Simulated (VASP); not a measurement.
## Be6S: relaxation of cell and atoms with PBE

Crystal: Be6S.

```
CELL_PARAMETERS angstrom
2.16668 1.25093 3.97469
-2.16668 1.25093 3.97469
0.00000 -2.50186 3.97469
ATOMIC_POSITIONS crystal
Be 0.37179 0.08436 0.77414
Be 0.08436 0.77414 0.37179
Be 0.22586 0.62821 0.91564
Be 0.91564 0.22586 0.62821
Be 0.62821 0.91564 0.22586
Be 0.77414 0.37179 0.08436
S 0.00000 0.00000 0.00000
```

| Quantity | Value |
| --- | --- |
| Program | VASP 6.6.1 |
| Task | relaxation of cell and atoms |
| Functional | PBE |
| Potentials or basis | VASP PAW PBE potentials, release 64 (Be, S) |
| Cutoff | 600 eV |
| k mesh | 5 × 5 × 5 |
| Occupations | gaussian, width 0.2 eV |
| Spin | no spin polarisation |
| Dipole correction | no |
| Further INCAR settings | ALGO = Normal; EDIFF = 1e-06; IBRION = 2; EDIFFG = -0.08; NSW = 36; ISIF = 3 |

```yaml
Relaxed_volume: 10.40 Å³/atom
Relaxed_cell: a = 6.067 Å, b = 6.067 Å, c = 6.067 Å, α = 37.10°, β = 37.10°, γ = 37.10°
Space_group_after_relaxing_to_0.05_Å: R-3 (No. 148)
Energy_gained_by_relaxing: 2078.5 meV/atom
Ionic_steps: 19
Pressure_after_relaxing: -0.2 GPa
Largest_force_after_relaxing: 0.021 eV/Å
Band_gap_on_the_k_mesh: zero (band 9 reaches 6.11 eV, above the bottom of band 10 at 5.22 eV)
```

Forces in eV/Å, atoms in the order of the input:
```
Be  -0.004  0.005  0.020
Be   0.007  0.001  0.020
Be   0.003  0.006 -0.020
Be  -0.007 -0.001 -0.020
Be   0.004 -0.005 -0.020
Be  -0.003 -0.006  0.020
S    0.000  0.000  0.000
```

Stress tensor (GPa, compression positive):
```
-0.04  0.00  0.00
 0.00 -0.04  0.00
 0.00  0.00 -0.37
```

Step by step:
```tsv
step	energy change (eV)	largest force (eV/Å)	pressure (GPa)	volume (Å³)
1	0.0000	11.1782	73.02	64.64
2	-9.1440	0.5289	-16.11	112.53
3	-11.5514	0.5697	-9.38	88.25
4	-11.5652	0.6415	-8.81	87.56
5	-11.5724	0.8113	-7.47	86.10
6	-11.9685	0.6420	-3.60	80.23
7	-12.1673	0.3842	3.26	73.37
8	-12.4070	0.2936	2.42	72.92
9	-12.7410	0.8900	4.16	70.89
10	-13.0050	0.8868	1.99	72.34
11	-13.2009	1.7958	-0.26	75.86
12	-13.2738	1.2909	-0.17	74.50
13	-13.7065	1.2607	-1.90	75.65
14	-14.1012	0.8228	-3.73	77.72
15	-14.1059	0.9642	-3.77	77.36
16	-14.4688	0.1274	-1.76	74.56
17	-14.4859	0.1256	-0.87	73.85
18	-14.5433	0.0377	-0.41	73.11
19	-14.5496	0.0210	-0.15	72.80
```

Final structure:
```yaml
crystal:
  lattice:
    - [1.92985, 1.11420, 5.64268]
    - [-1.92985, 1.11420, 5.64268]
    - [0.00000, -2.22840, 5.64268]
  atoms:
    - { symbol: Be, position: [0.44622, 0.11277, 0.77772] }
    - { symbol: Be, position: [0.11277, 0.77772, 0.44622] }
    - { symbol: Be, position: [0.22228, 0.55378, 0.88723] }
    - { symbol: Be, position: [0.88723, 0.22228, 0.55378] }
    - { symbol: Be, position: [0.55378, 0.88723, 0.22228] }
    - { symbol: Be, position: [0.77772, 0.44622, 0.11277] }
    - { symbol: S, position: [0.00000, 0.00000, 0.00000] }
```

Levels at points of the mesh, in eV from the Fermi level:
| k point | band 6 | band 7 | band 8 | band 9 | band 10 | band 11 | band 12 | band 13 |
| --- | --- | --- | --- | --- | --- | --- | --- | --- |
| (0.00, 0.00, 0.00) | -1.18 | -0.76 | 0.12 | 0.12 | 0.50 | 1.02 | 1.02 | 1.94 |

Run time: 3.4 min on 1 thread of Intel(R) Xeon(R) 6975P-C (Granite Rapids), with other jobs on the host, peak memory 0.24 GiB.

Caveat: the relaxation stopped at a loose force limit of 0.08 eV/Å, so its end isn't a converged minimum.
